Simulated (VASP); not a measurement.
# InSe (P6_3/mmc) in VASP: single point with PBE

Aim: the single point of InSe with PBE.

Program: VASP 6.6.1. These are calculated values, not measurements. Logs are shortened: lines on timing, memory, paths and dates and some standing lists are left out, and cuts for length are marked.

## Step 1: The cell of the first run

The structure is hexagonal, space group P6_3/mmc (No. 194). The conventional cell has a = 4.089 Å, b = 4.089 Å, c = 18.963 Å, α = 90.00°, β = 90.00°, γ = 120.00°. In (site symmetry 3m) has 3 Se at 2.68 Å and 1 In at 2.83 Å within 3.5 Å. Within 3.5 Å of Se (site symmetry 3m) lie 3 In at 2.68 Å.

## Step 2: Single point, PBE (34.32 Å³/atom)

INCAR reads:

```
SYSTEM = InSe
PREC = Accurate
ENCUT = 520
EDIFF = 1E-6
ISMEAR = 0
SIGMA = 0.02
LREAL = .FALSE.
LASPH = .TRUE.
NELM = 60
ALGO = Normal
ISIF = 2
LWAVE = .FALSE.
LCHARG = .FALSE.
GGA = PE
NBANDS = 48
```

KPOINTS reads:

```
Automatic mesh
0
G
  12 12 2
  0 0 0
```

POSCAR reads:

```
InSe
1.0
    4.0887537989      0.0000000000      0.0000000000
   -2.0443768995      3.5409646597      0.0000000000
    0.0000000000      0.0000000000     18.9632137143
In Se
4 4
Direct
    0.3333333333      0.6666666667      0.1754921705
    0.6666666667      0.3333333333      0.6754921705
    0.3333333333      0.6666666667      0.3245078295
    0.6666666667      0.3333333333      0.8245078295
    0.3333333333      0.6666666667      0.6084044864
    0.6666666667      0.3333333333      0.1084044864
    0.3333333333      0.6666666667      0.8915955136
    0.6666666667      0.3333333333      0.3915955136
```

Potentials or basis: VASP PAW PBE potentials, release 64 (In_d, Se).

Command:

```
cat potpaw_PBE.64/In_d/POTCAR potpaw_PBE.64/Se/POTCAR > POTCAR
mpirun -np 1 vasp_std > vasp.out
```

OUTCAR:

```text
SYSTEM = InSe
   PREC = Accurate
   ENCUT = 520
   EDIFF = 1E-6
   ISMEAR = 0
   LREAL = .FALSE.
   LASPH = .TRUE.
   NELM = 60
   ISIF = 2
   GGA = PE

 ion  position               nearest neighbor table
   1  0.333  0.667  0.175-   6 2.68   6 2.68   6 2.68   3 2.83
   2  0.667  0.333  0.675-   5 2.68   5 2.68   5 2.68   4 2.83
   3  0.333  0.667  0.325-   8 2.68   8 2.68   8 2.68   1 2.83
   4  0.667  0.333  0.825-   7 2.68   7 2.68   7 2.68   2 2.83
   5  0.333  0.667  0.608-   2 2.68   2 2.68   2 2.68
   6  0.667  0.333  0.108-   1 2.68   1 2.68   1 2.68
   7  0.333  0.667  0.892-   4 2.68   4 2.68   4 2.68
   8  0.667  0.333  0.392-   3 2.68   3 2.68   3 2.68

  LATTYP: Found a hexagonal cell.
 ALAT       =     4.0887537989
 C/A-ratio  =     4.6378957127

  Lattice vectors:

 A1 = (   4.0887537989,   0.0000000000,   0.0000000000)
 A2 = (  -2.0443768995,   3.5409646597,   0.0000000000)
 A3 = (   0.0000000000,   0.0000000000,  18.9632137143)

Analysis of symmetry for initial positions (statically):
=====================================================================
 Subroutine PRICEL returns:
 Original cell was already a primitive cell.

 Routine SETGRP: Setting up the symmetry group for a
 hexagonal supercell.

 Subroutine GETGRP returns: Found 24 space group operations
 (whereof 12 operations were pure point group operations)
 out of a pool of 24 trial point group operations.

The static configuration has the point symmetry D_3d.
 The point group associated with its full space group is D_6h.

Analysis of symmetry for dynamics (positions and initial velocities):
=====================================================================
 Subroutine PRICEL returns:
 Original cell was already a primitive cell.

 Routine SETGRP: Setting up the symmetry group for a
 hexagonal supercell.

 Subroutine GETGRP returns: Found 24 space group operations
 (whereof 12 operations were pure point group operations)
 out of a pool of 24 trial point group operations.

The dynamic configuration has the point symmetry D_3d.
 The point group associated with its full space group is D_6h.

 Subroutine INISYM returns: Found 24 space group operations
 (whereof 12 operations are pure point group operations),
 and found     1 'primitive' translations

----------------------------------------------------------------------------------------

                                     Primitive cell

  volume of cell :     274.5519

  direct lattice vectors                    reciprocal lattice vectors
     4.088753799  0.000000000  0.000000000     0.244573298  0.141204459  0.000000000
    -2.044376900  3.540964660  0.000000000     0.000000000  0.282408919  0.000000000
     0.000000000  0.000000000 18.963213714     0.000000000  0.000000000  0.052733678

  length of vectors
     4.088753799  4.088753799 18.963213714     0.282408919  0.282408919  0.052733678

  position of ions in fractional coordinates (direct lattice)
     0.333333333  0.666666667  0.175492171
     0.666666667  0.333333333  0.675492171
     0.333333333  0.666666667  0.324507829
     0.666666667  0.333333333  0.824507829
     0.333333333  0.666666667  0.608404486
     0.666666667  0.333333333  0.108404486
     0.333333333  0.666666667  0.891595514
     0.666666667  0.333333333  0.391595514

  ion indices of the primitive-cell ions
   primitive index   ion index
                 1           1
                 2           2
                 3           3
                 4           4
                 5           5
                 6           6
                 7           7
                 8           8

----------------------------------------------------------------------------------------

 KPOINTS: Automatic mesh

Automatic generation of k-mesh.
 Grid dimensions read from file:
 generate k-points for:   12   12    2

 Generating k-lattice:

  Cartesian coordinates                     Fractional coordinates (reciprocal lattice)
     0.020381108  0.011767038  0.000000000     0.083333333  0.000000000  0.000000000
     0.000000000  0.023534077  0.000000000     0.000000000  0.083333333  0.000000000
     0.000000000  0.000000000  0.026366839     0.000000000  0.000000000  0.500000000

  Length of vectors
     0.023534077  0.023534077  0.026366839

  Shift w.r.t. Gamma in fractional coordinates (k-lattice)
     0.000000000  0.000000000  0.000000000

 Subroutine IBZKPT returns following result:
 ===========================================

 Found     38 irreducible k-points:

 Following reciprocal coordinates:
            Coordinates               Weight
  0.000000  0.000000  0.000000      1.000000
  0.083333 -0.000000  0.000000      6.000000
  0.166667  0.000000  0.000000      6.000000
  0.250000  0.000000  0.000000      6.000000
  0.333333  0.000000  0.000000      6.000000
  0.416667 -0.000000  0.000000      6.000000
[... 16 lines left out ...]
  0.250000  0.000000  0.500000      6.000000
  0.333333  0.000000  0.500000      6.000000
 [... further k-points ...]
   k-points           NKPTS =     38   k-points in BZ     NKDIM =     38   number of bands    NBANDS=     48
   number of dos      NEDOS =    301   number of ions     NIONS =      8
   total plane-waves  NPLWV = 129600
   dimension x,y,z NGX =    30 NGY =   30 NGZ =  144
   dimension x,y,z NGXF=    60 NGYF=   60 NGZF=  288
   ions per type =               4   4
   NGX,Y,Z   is equivalent  to a cutoff of  12.20, 12.20, 12.62 a.u.
   NGXF,Y,Z  is equivalent  to a cutoff of  24.40, 24.40, 25.25 a.u.
 SYSTEM =  InSe
   PREC   = accura    normal or accurate (medium, high low for compatibility)
   ISTART =      0    job   : 0-new  1-cont  2-samecut
   ICHARG =      2    charge: 1-file 2-atom 10-const
   ISPIN  =      1    spin polarized calculation?
   LNONCOLLINEAR =      F non collinear calculations
   LSORBIT =      F    spin-orbit coupling
   LASPH  =      T    aspherical Exc in radial PAW
   ENCUT  =  520.0 eV  38.22 Ry    6.18 a.u.   7.60  7.60 35.26*2*pi/ulx,y,z
   NELM   =     60;   NELMIN=  2; NELMDL= -5     # of ELM steps
   EDIFF  = 0.1E-05   stopping-criterion for ELM
   LREAL  =      F    real-space projection
   EDIFFG = 0.1E-04   stopping-criterion for IOM
   NSW    =      0    number of steps for IOM
   IBRION =     -1    ionic relax: 0-MD 1-quasi-New 2-CG
   NFREE  =      0    steps in history (QN), initial steepest desc. (CG)
   ISIF   =      2    stress and relaxation
   ISYM   =      2    0-nonsym 1-usesym 2-fastsym
   POTIM  = 0.5000    time-step for ionic-motion
   TEBEG  =    0.0;   TEEND  =   0.0 temperature during run
   PSTRESS=    0.0 pullay stress
   NELECT =      76.0000    total number of electrons
   NUPDOWN=      -1.0000    fix difference up-down
   EMIN   =  10.00;   EMAX   =-10.00  energy-range for DOS
   EFERMI =   0.00;   METHOD = LEGACY
   ISMEAR =     0;   SIGMA  =   0.02  broadening in eV -4-tet -1-fermi 0-gaus
   EFERMI_NEDOS =   21; number of points for ismear=-14 and -15
   IALGO  =     38    algorithm
   IMIX   =      4    mixing-type and parameters
     AMIX     =   0.40;   BMIX     =  1.00
     AMIX_MAG =   1.60;   BMIX_MAG =  1.00
  volume/ion in A,a.u.               =      34.32       231.60
  Fermi-wavevector in a.u.,A,eV,Ry     =   1.066935  2.016214 15.488189  1.138350
  Thomas-Fermi vector in A             =   2.202535
   LORBIT       =      0    0 simple, 1 ext, 2 COOP (PROOUT), +10 PAW based schemes
   GGA     = PE    functional components
   LHFCALC =     F    Hartree Fock is set to
   AEXX    =    0.0000 exact exchange contribution
   IVDW    =     0    specifies the selected vdW correction
   LEPSILON=     F    determine dielectric tensor
   LRPA    =     F    only Hartree local field effects (RPA)
 non-spin polarized calculation
 Gauss-broadening in eV      SIGMA  =   0.02
  energy-cutoff  :      520.00
  volume of cell :      274.55
 maximum number of plane-waves:      7433
   NGX = 15   NGY = 15   NGZ = 71

 number of electron      76.0000017 magnetization

 Free energy of the ion-electron system (eV)
  ---------------------------------------------------
  ext. energy  EPLUGINS =         0.00000000
  ---------------------------------------------------
  free energy    TOTEN  =       -28.45040104 eV

  energy without entropy =      -28.45040104  energy(sigma->0) =      -28.45040104

 E-fermi :   2.4142     XC(G=0):  -8.0485

 val. band max:        2.3027267632   @ k =   0.0000   0.0000   0.0000
 cond. band min:       3.1442644391   @ k =   0.0000   0.0000   0.0000
 fundamental gap:      0.8415376759
 Fermi energy:         2.4141529642

 k-point     1 :       0.0000    0.0000    0.0000
  band No.  band energies     occupation
      1     -12.0223      2.00000
      2     -12.0222      2.00000
      3     -11.8521      2.00000
      4     -11.8521      2.00000
      5     -11.8521      2.00000
      6     -11.8521      2.00000
[... 40 lines left out ...]
     47       8.1058      0.00000
     48       8.1317      0.00000

 k-point     2 :       0.0833   -0.0000    0.0000
  band No.  band energies     occupation
      1     -12.0219      2.00000
      2     -12.0218      2.00000
      3     -11.8721      2.00000
      4     -11.8718      2.00000
      5     -11.8511      2.00000
      6     -11.8510      2.00000
[... 40 lines left out ...]
     47       7.7375      0.00000
     48       7.8795      0.00000

 k-point     3 :       0.1667    0.0000    0.0000
  band No.  band energies     occupation
      1     -12.0239      2.00000
      2     -12.0238      2.00000
      3     -11.9177      2.00000
      4     -11.9170      2.00000
      5     -11.8563      2.00000
      6     -11.8553      2.00000
[... 1060 lines left out ...]
     47       7.2058      0.00000
     48       7.2058      0.00000

 k-point    24 :       0.3333    0.0000    0.5000
  band No.  band energies     occupation
      1     -12.0761      2.00000
      2     -12.0761      2.00000
      3     -11.9742      2.00000
      4     -11.9742      2.00000
      5     -11.9669      2.00000
      6     -11.9669      2.00000
[... 40 lines left out ...]
     47       7.2167      0.00000
     48       7.2167      0.00000

 [... further k-points ...]

------------------------ aborting loop because EDIFF is reached ----------------------------------------

  FORCE on cell =-STRESS in cart. coord.  units (eV):
  Direction    XX          YY          ZZ          XY          YZ          ZX
  --------------------------------------------------------------------------------------
  -------------------------------------------------------------------------------------
  Total       -0.0219230     -0.0219230      0.0003996      0.0000000     -0.0000000      0.0000000
  in kB       -0.1279342     -0.1279342      0.0023317      0.0000000     -0.0000000      0.0000000
  external PRESSURE =      -0.0845123 kB  Pullay stress =       0.0000000 kB

 VOLUME and BASIS-vectors are now :
 -----------------------------------------------------------------------------
  energy-cutoff  :      520.00
  volume of cell :      274.55
      direct lattice vectors                 reciprocal lattice vectors
     4.088753799  0.000000000  0.000000000     0.244573298  0.141204459  0.000000000
    -2.044376900  3.540964660  0.000000000     0.000000000  0.282408919  0.000000000
     0.000000000  0.000000000 18.963213714     0.000000000  0.000000000  0.052733678

 POSITION                                       TOTAL-FORCE (eV/Angst)
 -----------------------------------------------------------------------------------
     -0.00000      2.36064      3.32790         0.000000      0.000000      0.013167
      2.04438      1.18032     12.80950         0.000000     -0.000000      0.013167
     -0.00000      2.36064      6.15371        -0.000000     -0.000000     -0.013167
      2.04438      1.18032     15.63532        -0.000000     -0.000000     -0.013167
     -0.00000      2.36064     11.53730        -0.000000      0.000000     -0.016839
      2.04438      1.18032      2.05570         0.000000     -0.000000     -0.016839
     -0.00000      2.36064     16.90752        -0.000000      0.000000      0.016839
      2.04438      1.18032      7.42591        -0.000000     -0.000000      0.016839
 -----------------------------------------------------------------------------------
    total drift:                               -0.000000      0.000000      0.000000

  FREE ENERGIE OF THE ION-ELECTRON SYSTEM (eV)
  ---------------------------------------------------
  free  energy   TOTEN  =       -28.4504010429 eV

  energy  without entropy=      -28.4504010429  energy(sigma->0) =      -28.45040104
```

Run time: 11 min. Hardware: 1 thread of Intel Xeon 8259CL, shared host; peak memory 0.58 GiB.

What came out:

| Property | Result |
| --- | --- |
| Free energy | -28.4504 eV |
| Pressure | 0.0 GPa |
| Largest force | 0.017 eV/Å |
| Band gap on the k mesh | 0.84 eV |

Forces on the atoms (eV/Å):
```
In   0.000  0.000  0.013
In   0.000  0.000  0.013
In   0.000  0.000 -0.013
In   0.000  0.000 -0.013
Se   0.000  0.000 -0.017
Se   0.000  0.000 -0.017
Se   0.000  0.000  0.017
Se   0.000  0.000  0.017
```

Levels at points of the mesh, in eV from the valence-band top:
```csv
k point,band 34,band 35,band 36,band 37,band 38,band 39,band 40,band 41,band 42,band 43
"(0.00, 0.00, 0.00)",-0.82,-0.80,-0.80,-0.65,0.00,0.84,1.43,2.31,2.35,4.57
"(0.50, 0.00, 0.00)",-1.73,-1.72,-1.68,-1.27,-1.11,1.75,1.86,2.02,2.10,3.78
"(0.00, 0.00, 0.50)",-0.81,-0.81,-0.81,-0.37,-0.37,1.19,1.19,2.34,2.34,4.58
"(0.50, 0.00, 0.50)",-1.80,-1.70,-1.70,-1.19,-1.19,1.88,1.88,1.98,1.98,3.89
```

Caveat: spin-orbit coupling is left out, which moves the levels of the heavy elements; this functional lacks dispersion, which binds layers or chains, so the pressure and a relaxed spacing across them are unreliable. A k mesh can miss the band edges.
